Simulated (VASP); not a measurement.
# Mg (Fm-3m) in VASP: notebook

The runs below take Mg through single point, with PBE.

All numbers are computed with VASP 6.6.1; they aren't measurements. Logs are shortened: lines on timing, memory, paths and dates and some standing lists are left out, and cuts for length are marked.

### 1 The cell of the first run

It takes space group Fm-3m (No. 225, cubic). The conventional cell has a = 4.334 Å, b = 4.334 Å, c = 4.334 Å, α = 90.00°, β = 90.00°, γ = 90.00°. Within 4.0 Å of Mg (site symmetry m-3m) lie 12 Mg at 3.06 Å.

### 2 Single point, PBE

INCAR reads:

```
PREC = Accurate
ENCUT = 520
EDIFF = 1E-7
ISMEAR = 1
SIGMA = 0.05
LREAL = F
LASPH = T
NELM = 80
ALGO = Normal
ISIF = 2
LWAVE = F
LCHARG = T
GGA = PE
LELF = T
LVHAR = T
NBANDS = 7
```

KPOINTS reads:

```
regular mesh
0
Gamma
  9 9 9
```

POSCAR reads:

```
Mg
1.0
    0.0000000000      2.1668053443      2.1668053443
    2.1668053443      0.0000000000      2.1668053443
    2.1668053443      2.1668053443      0.0000000000
Mg
1
Direct
    0.0000000000      0.0000000000      0.0000000000
```

Potentials or basis: VASP PAW PBE potentials, release 64 (Mg).

Started as:

```bash
cat potpaw_PBE.64/Mg/POTCAR > POTCAR
mpirun -np 1 vasp_std > vasp.out
```

OUTCAR:

```text
PREC = Accurate
   ENCUT = 520
   EDIFF = 1E-7
   ISMEAR = 1
   LREAL = F
   LASPH = T
   NELM = 80
   ISIF = 2
   GGA = PE

 ion  position               nearest neighbor table
   1  0.000  0.000  0.000-

  LATTYP: Found a face centered cubic cell.
 ALAT       =     4.3336106886

  Lattice vectors:

 A1 = (   0.0000000000,   2.1668053443,   2.1668053443)
 A2 = (   2.1668053443,   0.0000000000,   2.1668053443)
 A3 = (   2.1668053443,   2.1668053443,   0.0000000000)

Analysis of symmetry for initial positions (statically):
=====================================================================
 Subroutine PRICEL returns:
 Original cell was already a primitive cell.

 Routine SETGRP: Setting up the symmetry group for a
 face centered cubic supercell.

 Subroutine GETGRP returns: Found 48 space group operations
 (whereof 48 operations were pure point group operations)
 out of a pool of 48 trial point group operations.

The static configuration has the point symmetry O_h .

Analysis of symmetry for dynamics (positions and initial velocities):
=====================================================================
 Subroutine PRICEL returns:
 Original cell was already a primitive cell.

 Routine SETGRP: Setting up the symmetry group for a
 face centered cubic supercell.

 Subroutine GETGRP returns: Found 48 space group operations
 (whereof 48 operations were pure point group operations)
 out of a pool of 48 trial point group operations.

The dynamic configuration has the point symmetry O_h .

 Subroutine INISYM returns: Found 48 space group operations
 (whereof 48 operations are pure point group operations),
 and found     1 'primitive' translations

----------------------------------------------------------------------------------------

                                     Primitive cell

  volume of cell :      20.3465

  direct lattice vectors                    reciprocal lattice vectors
     0.000000000  2.166805344  2.166805344    -0.230754461  0.230754461  0.230754461
     2.166805344  0.000000000  2.166805344     0.230754461 -0.230754461  0.230754461
     2.166805344  2.166805344  0.000000000     0.230754461  0.230754461 -0.230754461

  length of vectors
     3.064325505  3.064325505  3.064325505     0.399678451  0.399678451  0.399678451

  position of ions in fractional coordinates (direct lattice)
     0.000000000  0.000000000  0.000000000

  ion indices of the primitive-cell ions
   primitive index   ion index
                 1           1

----------------------------------------------------------------------------------------

 KPOINTS: regular mesh

Automatic generation of k-mesh.
 Grid dimensions read from file:
 generate k-points for:    9    9    9

 Generating k-lattice:

  Cartesian coordinates                     Fractional coordinates (reciprocal lattice)
    -0.025639385  0.025639385  0.025639385     0.111111111  0.000000000  0.000000000
     0.025639385 -0.025639385  0.025639385     0.000000000  0.111111111  0.000000000
     0.025639385  0.025639385 -0.025639385     0.000000000  0.000000000  0.111111111

  Length of vectors
     0.044408717  0.044408717  0.044408717

  Shift w.r.t. Gamma in fractional coordinates (k-lattice)
     0.000000000  0.000000000  0.000000000

 Subroutine IBZKPT returns following result:
 ===========================================

 Found     35 irreducible k-points:

 Following reciprocal coordinates:
            Coordinates               Weight
  0.000000  0.000000  0.000000      1.000000
  0.111111  0.000000  0.000000      8.000000
  0.222222  0.000000  0.000000      8.000000
  0.333333  0.000000  0.000000      8.000000
  0.444444  0.000000  0.000000      8.000000
  0.111111  0.111111  0.000000      6.000000
[... 16 lines left out ...]
 -0.333333  0.333333  0.000000     12.000000
  0.444444  0.444444  0.000000      6.000000
 [... further k-points ...]
   k-points           NKPTS =     35   k-points in BZ     NKDIM =     35   number of bands    NBANDS=      7
   number of dos      NEDOS =    301   number of ions     NIONS =      1
   total plane-waves  NPLWV =  13824
   dimension x,y,z NGX =    24 NGY =   24 NGZ =   24
   dimension x,y,z NGXF=    48 NGYF=   48 NGZF=   48
   ions per type =               1
   NGX,Y,Z   is equivalent  to a cutoff of  13.02, 13.02, 13.02 a.u.
   NGXF,Y,Z  is equivalent  to a cutoff of  26.04, 26.04, 26.04 a.u.
 SYSTEM =  unknown system
   PREC   = accura    normal or accurate (medium, high low for compatibility)
   ISTART =      0    job   : 0-new  1-cont  2-samecut
   ICHARG =      2    charge: 1-file 2-atom 10-const
   ISPIN  =      1    spin polarized calculation?
   LNONCOLLINEAR =      F non collinear calculations
   LSORBIT =      F    spin-orbit coupling
   LASPH  =      T    aspherical Exc in radial PAW
   ENCUT  =  520.0 eV  38.22 Ry    6.18 a.u.   5.70  5.70  5.70*2*pi/ulx,y,z
   NELM   =     80;   NELMIN=  2; NELMDL= -5     # of ELM steps
   EDIFF  = 0.1E-06   stopping-criterion for ELM
   LREAL  =      F    real-space projection
   EDIFFG = 0.1E-05   stopping-criterion for IOM
   NSW    =      0    number of steps for IOM
   IBRION =     -1    ionic relax: 0-MD 1-quasi-New 2-CG
   NFREE  =      0    steps in history (QN), initial steepest desc. (CG)
   ISIF   =      2    stress and relaxation
   ISYM   =      2    0-nonsym 1-usesym 2-fastsym
   POTIM  = 0.5000    time-step for ionic-motion
   TEBEG  =    0.0;   TEEND  =   0.0 temperature during run
   PSTRESS=    0.0 pullay stress
   NELECT =       2.0000    total number of electrons
   NUPDOWN=      -1.0000    fix difference up-down
   EMIN   =  10.00;   EMAX   =-10.00  energy-range for DOS
   EFERMI =   0.00;   METHOD = LEGACY
   ISMEAR =     1;   SIGMA  =   0.05  broadening in eV -4-tet -1-fermi 0-gaus
   EFERMI_NEDOS =   21; number of points for ismear=-14 and -15
   IALGO  =     38    algorithm
   IMIX   =      4    mixing-type and parameters
     AMIX     =   0.40;   BMIX     =  1.00
     AMIX_MAG =   1.60;   BMIX_MAG =  1.00
  volume/ion in A,a.u.               =      20.35       137.30
  Fermi-wavevector in a.u.,A,eV,Ry     =   0.755536  1.427755  7.766669  0.570834
  Thomas-Fermi vector in A             =   1.853452
   LORBIT       =      0    0 simple, 1 ext, 2 COOP (PROOUT), +10 PAW based schemes
   GGA     = PE    functional components
   LHFCALC =     F    Hartree Fock is set to
   AEXX    =    0.0000 exact exchange contribution
   IVDW    =     0    specifies the selected vdW correction
   LEPSILON=     F    determine dielectric tensor
   LRPA    =     F    only Hartree local field effects (RPA)
 non-spin polarized calculation
 Methfessel and Paxton  Order N= 1 SIGMA  =   0.05
  energy-cutoff  :      520.00
  volume of cell :       20.35
 maximum number of plane-waves:       556
   NGX = 11   NGY = 11   NGZ = 11

 number of electron       2.0000000 magnetization

 Free energy of the ion-electron system (eV)
  ---------------------------------------------------
  ext. energy  EPLUGINS =         0.00000000
  ---------------------------------------------------
  free energy    TOTEN  =        -1.44474484 eV

  energy without entropy =       -1.44429978  energy(sigma->0) =       -1.44459649

 E-fermi :   3.2203     XC(G=0):  -8.8737

 val. band max:        3.2027695383   @ k =  -0.4444   0.2222   0.0000
 cond. band min:       3.3393116088   @ k =  -0.3333   0.4444   0.2222
 fundamental gap:      0.1365420705
 Fermi energy:         3.2202836867

 k-point     1 :       0.0000    0.0000    0.0000
  band No.  band energies     occupation
      1      -4.1735      2.00000
      2      16.4136      0.00000
      3      16.4136      0.00000
      4      16.4136      0.00000
      5      18.8854      0.00000
      6      19.0153      0.00000
      7      19.0153      0.00000

 k-point     2 :       0.1111    0.0000    0.0000
  band No.  band energies     occupation
      1      -3.8761      2.00000
      2      13.3075      0.00000
      3      15.9777      0.00000
      4      15.9777      0.00000
      5      18.5665      0.00000
      6      19.9268      0.00000
      7      19.9268      0.00000

 k-point     3 :       0.2222    0.0000    0.0000
  band No.  band energies     occupation
      1      -2.9901      2.00000
      2       9.4977      0.00000
      3      15.4139      0.00000
      4      15.4139      0.00000
      5      17.9415      0.00000
      6      19.3620      0.00000
      7      19.3620      0.00000

 k-point     4 :       0.3333    0.0000    0.0000
  band No.  band energies     occupation
      1      -1.5342      2.00000
      2       6.0425      0.00000
      3      15.1566      0.00000
      4      15.1566      0.00000
      5      17.6166      0.00000
      6      17.7635      0.00000
      7      17.7635      0.00000

 k-point     5 :       0.4444    0.0000    0.0000
  band No.  band energies     occupation
      1       0.4494      2.00000
      2       3.0538      2.00003
      3      15.1900      0.00000
      4      15.1900      0.00000
      5      16.7822      0.00000
      6      16.7822      0.00000
      7      17.6231      0.00000

 k-point     6 :       0.1111    0.1111    0.0000
  band No.  band energies     occupation
      1      -3.7772      2.00000
      2      14.2868      0.00000
      3      14.7529      0.00000
      4      14.7529      0.00000
      5      17.5987      0.00000
      6      19.5028      0.00000
      7      21.3456      0.00000

 k-point     7 :       0.2222    0.1111    0.0000
  band No.  band energies     occupation
      1      -3.0880      2.00000
      2      10.8931      0.00000
      3      13.9151      0.00000
      4      14.7095      0.00000
      5      16.6919      0.00000
      6      18.7835      0.00000
      7      21.1122      0.00000

 k-point     8 :       0.3333    0.1111    0.0000
  band No.  band energies     occupation
      1      -1.8231      2.00000
      2       7.3627      0.00000
      3      13.5270      0.00000
      4      13.9761      0.00000
      5      15.5518      0.00000
      6      20.4035      0.00000
      7      20.7111      0.00000

 k-point     9 :       0.4444    0.1111    0.0000
  band No.  band energies     occupation
      1      -0.0127      2.00000
      2       4.2289      0.00000
      3      12.9975      0.00000
      4      13.6055      0.00000
      5      15.2821      0.00000
      6      19.0538      0.00000
      7      20.6003      0.00000

 k-point    10 :      -0.4444    0.1111    0.0000
  band No.  band energies     occupation
      1       1.4125      2.00000
      2       2.4707      2.00000
      3      12.2149      0.00000
      4      14.1615      0.00000
      5      15.7867      0.00000
      6      18.1547      0.00000
      7      20.0809      0.00000

 k-point    11 :      -0.3333    0.1111    0.0000
  band No.  band energies     occupation
      1      -0.6736      2.00000
      2       5.2172      0.00000
      3      11.8659      0.00000
      4      15.2026      0.00000
      5      16.8594      0.00000
      6      17.7014      0.00000
      7      19.6959      0.00000
[... 51 lines left out ...]
 k-point    17 :      -0.4444    0.2222    0.0000
  band No.  band energies     occupation
      1       2.1351      2.00000
      2       3.2028      1.55447
      3       9.0116      0.00000
      4      12.6596      0.00000
      5      14.0544      0.00000
      6      21.0260      0.00000
      7      22.4714      0.00000

 k-point    18 :      -0.3333    0.2222    0.0000
  band No.  band energies     occupation
      1       0.7365      2.00000
      2       4.8848      0.00000
      3       8.4982      0.00000
      4      13.5602      0.00000
      5      15.0789      0.00000
      6      20.3349      0.00000
      7      22.3951      0.00000

 k-point    19 :      -0.2222    0.2222    0.0000
  band No.  band energies     occupation
      1      -1.0546      2.00000
      2       7.4301      0.00000
      3       9.0345      0.00000
      4      14.9564      0.00000
      5      16.5899      0.00000
      6      19.4875      0.00000
      7      21.3066      0.00000

 k-point    20 :       0.3333    0.3333    0.0000
  band No.  band energies     occupation
      1      -0.6728      2.00000
      2       9.2650      0.00000
      3      10.4749      0.00000
      4      11.6073      0.00000
      5      11.6073      0.00000
      6      15.2058      0.00000
      7      26.0587      0.00000

 k-point    21 :       0.4444    0.3333    0.0000
  band No.  band energies     occupation
      1       0.7377      2.00000
      2       7.2896      0.00000
      3       8.2143      0.00000
      4      11.3700      0.00000
      5      12.1760      0.00000
      6      16.1476      0.00000
      7      25.4876      0.00000

 k-point    22 :      -0.4444    0.3333    0.0000
  band No.  band energies     occupation
      1       2.6297      2.00000
      2       5.0351      0.00000
      3       6.4276      0.00000
      4      11.6146      0.00000
      5      12.7155      0.00000
      6      19.0042      0.00000
      7      24.4012      0.00000

 k-point    23 :      -0.3333    0.3333    0.0000
  band No.  band energies     occupation
      1       2.6439      2.00000
      2       4.6032      0.00000
      3       6.1026      0.00000
      4      12.3443      0.00000
      5      13.6492      0.00000
      6      22.4425      0.00000
      7      23.2656      0.00000

 k-point    24 :       0.4444    0.4444    0.0000
  band No.  band energies     occupation
      1       1.9182      2.00000
      2       5.4139      0.00000
      3       9.6972      0.00000
      4      10.9708      0.00000
      5      10.9708      0.00000
      6      14.3903      0.00000
      7      28.0905      0.00000

 [... further k-points ...]
[... 5 lines left out ...]
  --------------------------------------------------------------------------------------
  -------------------------------------------------------------------------------------
  Total        0.7198897      0.7198897      0.7198897     -0.0000000      0.0000000      0.0000000
  in kB       56.6874380     56.6874380     56.6874380     -0.0000000      0.0000000      0.0000000
  external PRESSURE =      56.6874380 kB  Pullay stress =       0.0000000 kB

 VOLUME and BASIS-vectors are now :
 -----------------------------------------------------------------------------
  energy-cutoff  :      520.00
  volume of cell :       20.35
      direct lattice vectors                 reciprocal lattice vectors
     0.000000000  2.166805344  2.166805344    -0.230754461  0.230754461  0.230754461
     2.166805344  0.000000000  2.166805344     0.230754461 -0.230754461  0.230754461
     2.166805344  2.166805344  0.000000000     0.230754461  0.230754461 -0.230754461

 POSITION                                       TOTAL-FORCE (eV/Angst)
 -----------------------------------------------------------------------------------
      0.00000      0.00000      0.00000        -0.000000     -0.000000      0.000000
 -----------------------------------------------------------------------------------
    total drift:                                0.000000     -0.000000     -0.000000

  FREE ENERGIE OF THE ION-ELECTRON SYSTEM (eV)
  ---------------------------------------------------
  free  energy   TOTEN  =        -1.4447448442 eV

  energy  without entropy=       -1.4442997841  energy(sigma->0) =       -1.44459649
```

It took 11 s on 1 thread of AMD EPYC 9R45, shared host; peak memory 0.1 GiB.

Results:

```yaml
Free_energy: -1.4447 eV
Pressure: 5.7 GPa
Band_gap_on_the_k_mesh: zero (band 1 reaches 3.90 eV, above the bottom of band 2 at 2.47 eV)
```

### 3 Single point, PBE

This run uses another cell than the first one, of 20.91 Å³/atom, 1.028 times its volume.

INCAR reads:

```
PREC     = Accurate       # precision mode
ENCUT    = 520            # plane-wave cutoff, eV
EDIFF    = 1E-6           # SCF threshold, eV
ISMEAR   = 1              # smearing method
SIGMA    = 0.05           # smearing width, eV
LREAL    = F              # projectors in reciprocal space
LASPH    = T              # aspherical terms in the spheres
NELM     = 80             # most SCF steps
ALGO     = Normal         # electronic algorithm
ISIF     = 2              # what is computed and relaxed
LWAVE    = F              # write WAVECAR
LCHARG   = T              # write CHGCAR
GGA      = PE             # functional
LELF     = T              # ELF
LVHAR    = T            
NBANDS   = 7              # bands
```

KPOINTS is that of step 2.

POSCAR reads:

```
Mg
1.0
    0.0000000000      2.1866854029      2.1866854029
    2.1866854029      0.0000000000      2.1866854029
    2.1866854029      2.1866854029      0.0000000000
Mg
1
Direct
    0.0000000000      0.0000000000      0.0000000000
```

Potentials or basis: VASP PAW PBE potentials, release 64 (Mg).

Started as:

```bash
cat potpaw_PBE.64/Mg/POTCAR > POTCAR
mpirun -np 1 vasp_std > vasp.out
```

It took 10 s on 1 thread of AMD EPYC 9R45, shared host; peak memory 0.1 GiB.

Results (log left out):

```yaml
Free_energy: -1.4621 eV
Pressure: 4.2 GPa
Band_gap_on_the_k_mesh: zero (band 1 reaches 3.74 eV, above the bottom of band 2 at 2.31 eV)
```

Levels at points of the mesh, in eV from the Fermi level:
| k point | band 1 | band 2 | band 3 | band 4 | band 5 | band 6 |
| --- | --- | --- | --- | --- | --- | --- |
| (0.00, 0.00, 0.00) | -7.26 | 13.02 | 13.02 | 13.02 | 15.46 | 15.46 |

### 4 Single point, PBE

This run uses another cell than the first one, of 21.48 Å³/atom, 1.056 times its volume.

INCAR reads:

```
SYSTEM = Mg
PREC = Accurate
ENCUT = 520
EDIFF = 1E-6
ISMEAR = 1
SIGMA = 0.05
LREAL = .False.
LASPH = .True.
NELM = 100
ALGO = Normal
ISIF = 2
LWAVE = .False.
LCHARG = .False.
GGA = PE
NBANDS = 7
```

KPOINTS reads:

```
regular mesh
0
Gamma
  9 9 9
  0 0 0
```

POSCAR reads:

```
Mg
1.0
    0.0000000000      2.2062104128      2.2062104128
    2.2062104128      0.0000000000      2.2062104128
    2.2062104128      2.2062104128      0.0000000000
Mg
1
Direct
    0.0000000000      0.0000000000      0.0000000000
```

Started as:

```bash
cat potpaw_PBE.64/Mg/POTCAR > POTCAR
mpirun -np 1 vasp_std > vasp.out
```

It took 8.8 s on 1 thread of AMD EPYC 9R45, shared host; peak memory 0.1 GiB.

Results (log left out):

| Item | Value |
| --- | --- |
| Free energy | -1.4746 eV |
| Pressure | 2.9 GPa |
| Band gap on the k mesh | zero (band 1 reaches 3.59 eV, above the bottom of band 2 at 2.17 eV) |

Levels at points of the mesh, in eV from the Fermi level:
| k point | band 1 | band 2 | band 3 | band 4 |
| --- | --- | --- | --- | --- |
| (0.00, 0.00, 0.00) | -7.14 | 12.85 | 12.85 | 12.85 |

### 5 Single point, PBE

This run uses another cell than the first one, of 22.04 Å³/atom, 1.083 times its volume.

INCAR reads:

```
SYSTEM = Mg
PREC = Accurate ; ENCUT = 520
EDIFF = 1E-6 ; ISMEAR = 1
SIGMA = 0.05 ; LREAL = .False.
LASPH = .True. ; NELM = 100
ALGO = Normal ; ISIF = 2
LWAVE = .False. ; LCHARG = .False.
GGA = PE ; NBANDS = 7
```

KPOINTS reads:

```
Automatic mesh
0
Gamma
  9 9 9
  0 0 0
```

POSCAR reads:

```
Mg
1.0
    0.0000000000      2.2253958142      2.2253958142
    2.2253958142      0.0000000000      2.2253958142
    2.2253958142      2.2253958142      0.0000000000
Mg
1
Direct
    0.0000000000      0.0000000000      0.0000000000
```

Started as:

```bash
cat potpaw_PBE.64/Mg/POTCAR > POTCAR
mpirun -np 1 vasp_std > vasp.out
```

Wall time 9.7 s (1 thread of AMD EPYC 9R45, shared host); peak memory 0.1 GiB.

The run converged. Its results:

* Free energy: -1.4827 eV
* Pressure: 1.7 GPa
* Band gap on the k mesh: zero (band 1 reaches 3.44 eV, above the bottom of band 2 at 2.02 eV)

Levels at points of the mesh, in eV from the Fermi level:
| k point | band 1 | band 2 | band 3 | band 4 | band 5 | band 6 |
| --- | --- | --- | --- | --- | --- | --- |
| (0.00, 0.00, 0.00) | -7.03 | 12.69 | 12.69 | 12.69 | 14.84 | 14.84 |

### 6 Summary

```csv
cell,gap on the mesh (eV),pressure (GPa)
"a = 3.064 Å, angles 60.0°, 1 atom",none,5.7
"a = 3.092 Å, angles 60.0°, 1 atom",none,4.2
"a = 3.120 Å, angles 60.0°, 1 atom",none,2.9
"a = 3.147 Å, angles 60.0°, 1 atom",none,1.7
```

Alike in all rows: task single point; level PBE; potentials or basis VASP PAW PBE potentials, release 64 (Mg); no spin polarisation; k mesh 9 × 9 × 9; cutoff (eV) 520; smearing methfessel-paxton 0.05 eV.

Absolute energies hang on the potentials; compare differences alone.
